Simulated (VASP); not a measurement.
Al, 3 atoms in the cell. The cell holds a slab with vacuum, 3 atoms: a = 2.817 Å, b = 2.817 Å, c = 17.984 Å, α = 90.00°, β = 90.00°, γ = 90.00°. 

```yaml
Program: VASP 6.6.1
Task: relaxation of the atoms
Functional: LDA
Potentials_or_basis: VASP PAW LDA potentials, release 64 (Al)
Cutoff: 520 eV
k_mesh: 10 × 10 × 1
Occupations: gaussian, width 0.1 eV
Spin: no spin polarisation
Dipole_correction: yes
Atoms_held_fixed_from_0: "[0]"
Further_INCAR_settings: ALGO = Normal; EDIFF = 1e-06; IBRION = 2; EDIFFG = -0.03; NSW = 70
```

Potentials or basis: VASP PAW LDA potentials, release 64 (Al).

The run is started by

```bash
$ cat potpaw_LDA.64/Al/POTCAR > POTCAR
$ mpirun -np 1 vasp_std > vasp.out
```

Hardware: 1 thread of AMD EPYC 7R13 (shared host).

Task: How long does it take, and how much memory?

Result: Run time: 3.2 min on 1 thread of AMD EPYC 7R13 (shared host), peak memory 0.18 GiB. Counts: scf iterations 53, k points 21, ion steps 6.
